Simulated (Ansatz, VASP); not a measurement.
**One calculation of Ge, two programs**

INCAR

```
SYSTEM = Ge
PREC = Accurate
ENCUT = 520
EDIFF = 1E-7
ISMEAR = 0
SIGMA = 0.1
LREAL = .False.
LASPH = .True.
NELM = 80
ALGO = Normal
ISIF = 2
LWAVE = .False.
LCHARG = .True.
GGA = PS
LELF = .True.
LVHAR = .True.
NBANDS = 36
```

File KPOINTS:

```
regular mesh
0
Gamma
  14 14 10
  0 0 0
```

The input POSCAR:

```
Ge
1.0
    2.8374271074      2.8374271074      0.0000000000
   -2.8374271074      2.8374271074      0.0000000000
    0.0000000000      0.0000000000      5.6748542148
Ge
4
Direct
    0.5000000000      0.5000000000      0.5000000000
    0.5000000000      0.0000000000      0.2500000000
    0.0000000000      0.0000000000      0.0000000000
    0.0000000000      0.5000000000      0.7500000000
```

Input for Ansatz:

```yaml
crystal:
  lattice:
    - [2.8374271074, 2.8374271074, 0.0]
    - [-2.8374271074, 2.8374271074, 0.0]
    - [0.0, 0.0, 5.6748542148]
  atoms:
    - { symbol: Ge, position: [0.5, 0.5, 0.5] }
    - { symbol: Ge, position: [0.5, 0.0, 0.25] }
    - { symbol: Ge, position: [0.0, 0.0, 0.0] }
    - { symbol: Ge, position: [0.0, 0.5, 0.75] }
basis:
  ecutwfc: 420
kpoints:
  mp_grid: { grid: [14, 14, 10] }
hamiltonian:
  xc: pbesol
scf:
  occupations: { method: gaussian, width: 0.1 }
output:
  forces: true
  stress: true
  eigenvalues: true
```

Alike in both runs: task single point; functional PBEsol; k mesh 14 × 14 × 10; occupations gaussian, width 0.1 eV; no spin polarisation.

|  | VASP | Ansatz |
| --- | --- | --- |
| version | VASP 6.6.1 | Ansatz 0.2.0 |
| potentials or method | VASP PAW PBE potentials, release 64 (Ge_d), cutoff 520 eV | scalar-relativistic, plane waves, PAW |
| valence electrons in the cell | 56 | 56 |

```tsv
	VASP	Ansatz	Ansatz less VASP
gap on the k mesh at the Fermi level (eV)	none	none	-
pressure (GPa)	0.0	0.0	+0.08
```

VASP's potentials were made for PBE, not for PBEsol. A gap of «none» marks a metal or a gap that the smearing closes. With one functional, cell and mesh, what is left measures potentials, basis and numerics.
